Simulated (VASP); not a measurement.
Runs of VASP 6.6.1 on SiC. The structure is that of space group P6_3mc (No. 186), or close to it. The cells are those of the table. 

```tsv
cell	gap on the mesh (eV)	pressure (GPa)	largest force (eV/Å)
a = 3.139, b = 3.139, c = 15.405 Å, angles 90.0, 90.0, 120.0°, 12 atoms	2.39	-12.0	0.01
a = 3.177, b = 3.177, c = 15.598 Å, angles 90.0, 90.0, 120.0°, 12 atoms	2.39	-18.1	0.01
a = 3.109, b = 3.109, c = 15.256 Å, angles 90.0, 90.0, 120.0°, 12 atoms	2.40	(a)	0.01
a = 3.047, b = 3.047, c = 14.954 Å, angles 90.0, 90.0, 120.0°, 12 atoms	2.40	(b)	0.01
a = 3.078, b = 3.078, c = 15.106 Å, angles 90.0, 90.0, 120.0°, 12 atoms	2.40	-0.2	-
```

Alike in all rows: task single point; level r2SCAN; potentials or basis VASP PAW PBE potentials, release 64 (Si, C); no spin polarisation; k mesh 12 × 12 × 2; cutoff (eV) 520; smearing gaussian 0.02 eV.

Problem. Estimate the missing entries.

Solution. (a) -6.5; (b) 7.1.

Caveats: the PAW data sets were made with another functional, which shifts forces and pressure a little; the cell stands under tension (at least some runs); the cell stands under pressure (at least some runs).

A k mesh can miss the band edges.
